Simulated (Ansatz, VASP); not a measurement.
# CdSe in VASP and in Ansatz

Contents of POSCAR:

```
CdSe
1.0
    4.3000000000      0.0000000000      0.0000000000
   -2.1500000000      3.7239092363      0.0000000000
    0.0000000000      0.0000000000      7.0200000000
Cd Se
2 2
Direct
    0.3333333333      0.6666666667      0.0000000000
    0.6666666667      0.3333333333      0.5000000000
    0.3333333333      0.6666666667      0.3850000000
    0.6666666667      0.3333333333      0.8850000000
```

The input INCAR.step1:

```
SYSTEM = CdSe
  ALGO = Normal
  EDIFF = 1E-4
  ENCUT = 520
  GGA = PE
  ISMEAR = -1
  LASPH = .TRUE.
  LCHARG = .FALSE.
  LREAL = .FALSE.
  LWAVE = .TRUE.
  NBANDS = 26
  NELM = 60
  PREC = Accurate
  SIGMA = 0.01
```

The input INCAR.step2:

```
SYSTEM = CdSe
  ALGO = Normal
  EDIFF = 1E-8
  ENCUT = 520
  ISIF = 2
  ISMEAR = -1
  ISTART = 1
  LASPH = .TRUE.
  LCHARG = .FALSE.
  LEFG = .TRUE.
  LMIXTAU = .TRUE.
  LREAL = .FALSE.
  LWAVE = .FALSE.
  METAGGA = R2SCAN
  NBANDS = 26
  NELM = 60
  PREC = Accurate
  SIGMA = 0.01
```

Contents of KPOINTS:

```
k-points
0
G
  9 9 5
  0 0 0
```

Input for Ansatz:

```yaml
crystal:
  lattice:
    - [4.3, 0.0, 0.0]
    - [-2.15, 3.7239092363, 0.0]
    - [0.0, 0.0, 7.02]
  atoms:
    - { symbol: Cd, position: [0.3333333333, 0.6666666667, 0.0] }
    - { symbol: Cd, position: [0.6666666667, 0.3333333333, 0.5] }
    - { symbol: Se, position: [0.3333333333, 0.6666666667, 0.385] }
    - { symbol: Se, position: [0.6666666667, 0.3333333333, 0.885] }
kpoints:
  mp_grid: { grid: [9, 9, 5] }
scf:
  occupations: { method: fermi_dirac, width: 0.01 }
hamiltonian:
  xc: r2scan
  pseudopotentials: { kind: paw }
output:
  forces: true
  stress: true
  populations: true
  efg: { contact_densities: true }
```

Alike in both runs: task electric field gradients; functional r2SCAN; k mesh 9 × 9 × 5; occupations fermi-dirac, width 0.01 eV; no spin polarisation.

|  | VASP | Ansatz |
| --- | --- | --- |
| version | VASP 6.6.1 | Ansatz 0.2.0 |
| potentials or method | VASP PAW PBE potentials, release 64 (Cd, Se) | plane-wave PAW, scalar-relativistic |
| plane-wave cutoff (eV) | 520 | 500 |
| valence electrons in the cell | 36 | 72 |

```tsv
	VASP	Ansatz	Ansatz less VASP
gap on the k mesh at the Fermi level (eV)	1.19	1.20	+0.010
pressure (GPa)	1.8	1.6	-0.28
traceless stress, the component that is largest in VASP (GPa)	-1.40	-1.36	+0.039
rms of the force components (eV/Å)	0.165	0.161	-0.0047
size of Vzz on the site where it differs most (V/Å²)	34.0	32.9	-1.04
```

VASP's potentials were made for PBE, not for r2SCAN. Atom by atom the forces differ by 0.005 eV/Å (rms over components). VASP's potentials hold 36 valence electrons a cell and Ansatz's 72, so a difference there can come from the potentials and not from the codes.
